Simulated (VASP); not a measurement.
A run of VASP 6.6.1 is set up as follows.

Contents of INCAR:

```
SYSTEM = TiTe2
  ALGO = Normal
  EDIFF = 1E-7
  EDIFFG = -0.01
  ENCUT = 600
  GGA = PE
  IBRION = 2
  ISIF = 3
  ISMEAR = -1
  LASPH = .True.
  LCHARG = .False.
  LREAL = .False.
  LWAVE = .False.
  NELM = 100
  NSW = 60
  PREC = Accurate
  PSTRESS = 300.0
  SIGMA = 0.05
```

File KPOINTS:

```
k-points
0
Gamma
  8 8 4
  0 0 0
```

File POSCAR:

```
TiTe2
1.0
    3.7770000000      0.0000000000      0.0000000000
   -1.8885000000      3.2709779501      0.0000000000
    0.0000000000      0.0000000000      6.4980000000
Te Ti
2 1
Direct
    0.3333333333      0.6666666667      0.7372000000
    0.6666666667      0.3333333333      0.2628000000
    0.0000000000      0.0000000000      0.0000000000
```

Potentials or basis: VASP PAW PBE potentials, release 64 (Te, Ti_sv).

The run is started by

```console
$ cat potpaw_PBE.64/Te/POTCAR potpaw_PBE.64/Ti_sv/POTCAR > POTCAR
$ mpirun -np 1 vasp_std > vasp.out
```

Problem. Predict the relaxed volume.

Solution. 19.20 Å³/atom.

Problem. What does it give for the relaxed cell?

Solution. a = 3.354 Å, b = 3.354 Å, c = 5.911 Å, α = 90.00°, β = 90.00°, γ = 120.00°.

Problem. What does it give for the space group after relaxing (to 0.05 Å)?

Solution. P-3m1 (No. 164).

Problem. What does it give for the band gap on the k mesh?

Solution. Zero (band 12 reaches 12.30 eV, above the bottom of band 13 at 11.27 eV).

Step by step:
```csv
step,energy change (eV),largest force (eV/Å),pressure (GPa),volume (Å³)
1,0.0000,0.0217,0.90,80.28
2,18.4806,15.9308,261.06,36.01
3,0.9845,2.3817,22.91,64.60
4,1.2622,2.7681,27.18,62.82
5,1.4572,3.0223,30.08,61.72
6,1.5006,1.2960,30.92,58.52
7,1.7443,0.0884,32.69,56.76
8,1.7181,0.1952,32.49,56.90
9,1.2861,0.2563,24.76,59.33
10,1.5715,0.0477,29.95,57.65
11,1.5744,0.0506,29.99,57.63
12,1.5800,0.0145,30.02,57.60
13,1.5824,0.0003,30.03,57.59
```

Caveat: the cell is relaxed towards a set pressure, so the enthalpy falls and the energy may rise; the volume moved by over 15 % at a fixed basis, so the end points are rough; spin-orbit coupling is left out, which moves the levels of the heavy elements; this functional lacks dispersion, which binds the layers, so the pressure and a relaxed spacing across them are unreliable.
